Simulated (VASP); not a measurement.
Wanted: the native input for a VASP 6.6.1 run.

* Task: single point
* Functional: HSE06
* Potentials or basis: VASP PAW PBE potentials, release 64 (B, N)
* Cutoff: 520 eV
* k mesh: 8 × 8 × 8
* Occupations: gaussian, width 0.01 eV
* Spin: no spin polarisation
* Dipole correction: no
* Grid for exact exchange (PRECFOCK): Normal
* Further INCAR settings: ALGO = Normal; EDIFF = 1e-06; NBANDS = 11
* Share of exact exchange: 0.25
* Screening parameter: 0.2079 1/Å

Crystal: BN.

```
B N
1.0
     0.00000    1.85500    1.78314
     1.85500    0.00000    1.78314
     1.85500    1.85500    0.00000
B N
1 1
Direct
  0.00000 0.00000 0.00000
  0.25000 0.25000 0.25000
```

This cell differs from its parent crystal: epitaxial xy strain +2.8%.

One way to write it, as run:

POSCAR

```
BN
1.0
    0.0000000000      1.8549986768      1.7831354900
    1.8549986768      0.0000000000      1.7831354900
    1.8549986768      1.8549986768      0.0000000000
B N
1 1
Direct
    0.0000000000      0.0000000000      0.0000000000
    0.2500000000      0.2500000000      0.2500000000
```

INCAR.step1

```
SYSTEM = BN
ALGO     = Normal         ! electronic algorithm
EDIFF    = 1E-5           ! SCF threshold, eV
ENCUT    = 520            ! plane-wave cutoff, eV
GGA      = PE             ! functional
ISIF     = 2              ! what is computed and relaxed
ISMEAR   = 0              ! smearing method
LASPH    = .TRUE.         ! aspherical terms in the spheres
LCHARG   = .FALSE.        ! write CHGCAR
LREAL    = .FALSE.        ! projectors in reciprocal space
LWAVE    = .TRUE.         ! write WAVECAR
NBANDS   = 11             ! bands
NELM     = 80             ! most SCF steps
PREC     = Accurate       ! precision mode
SIGMA    = 0.01           ! smearing width, eV
```

INCAR.step2

```
SYSTEM = BN
ALGO     = Normal         ! electronic algorithm
EDIFF    = 1E-6           ! SCF threshold, eV
ENCUT    = 520            ! plane-wave cutoff, eV
GGA      = PE             ! functional
HFSCREEN = 0.2079         ! screening, 1/A
ISIF     = 2              ! what is computed and relaxed
ISMEAR   = 0              ! smearing method
ISTART   = 1            
LASPH    = .TRUE.         ! aspherical terms in the spheres
LCHARG   = .FALSE.        ! write CHGCAR
LHFCALC  = .TRUE.         ! exact exchange
LREAL    = .FALSE.        ! projectors in reciprocal space
LWAVE    = .FALSE.        ! write WAVECAR
NBANDS   = 11             ! bands
NELM     = 80             ! most SCF steps
PREC     = Accurate       ! precision mode
PRECFOCK = Normal       
SIGMA    = 0.01           ! smearing width, eV
```

KPOINTS

```
k-points
0
G
  8 8 8
  0 0 0
```

Potentials or basis: VASP PAW PBE potentials, release 64 (B, N).

Command:

```bash
$ cat potpaw_PBE.64/B/POTCAR potpaw_PBE.64/N/POTCAR > POTCAR
$ cp INCAR.step1 INCAR
$ mpirun -np 1 vasp_std > vasp.out
$ cp INCAR.step2 INCAR
$ mpirun -np 1 vasp_std > vasp.out
```

It gave:

```
Pressure               : -19.4 GPa
Band gap on the k mesh : 5.05 eV (least direct gap 9.94 eV)
```

Caveat: the cell differs from its parent crystal (epitaxial xy strain +2.8%); the stress differs along the axes, from -27 to -4 GPa; the PAW data sets were made with another functional, which shifts forces and pressure a little.

Wall time 42 min on 1 thread of Intel Xeon 8259CL, with other jobs on the host, peak memory 0.24 GiB.
